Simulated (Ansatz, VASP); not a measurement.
## W in VASP and in Ansatz

```
W
1.0
     2.82252    0.00000    0.00000
    -1.41126    2.44438    0.00000
     0.00000    0.00000    4.60918
W
2
Direct
  0.33333 0.66667 0.25000
  0.66667 0.33333 0.75000
```

Alike in both runs: task relaxation of cell and atoms; functional PBE; k mesh 9 × 9 × 4; occupations gaussian, width 0.1 eV; no spin polarisation.

|  | VASP | Ansatz |
| --- | --- | --- |
| version | VASP 6.6.1 | Ansatz 0.2.0 |
| potentials or method | VASP PAW PBE potentials, release 64 (W_sv), cutoff 600 eV | scalar-relativistic, plane waves, PAW |
| valence electrons in the cell | 28 | 28 |

```csv
,VASP,Ansatz,Ansatz less VASP
"gap on the k mesh at the Fermi level, each at its own relaxed structure (eV)",none,none,-
relaxed volume (Å³/atom),16.59,16.56,-0.031
relaxed cell length with the largest relative difference (Å),2.782,2.780,-0.0026
```

A gap of «none» marks a metal or a gap that the smearing closes.

Neither program's run includes spin-orbit coupling.
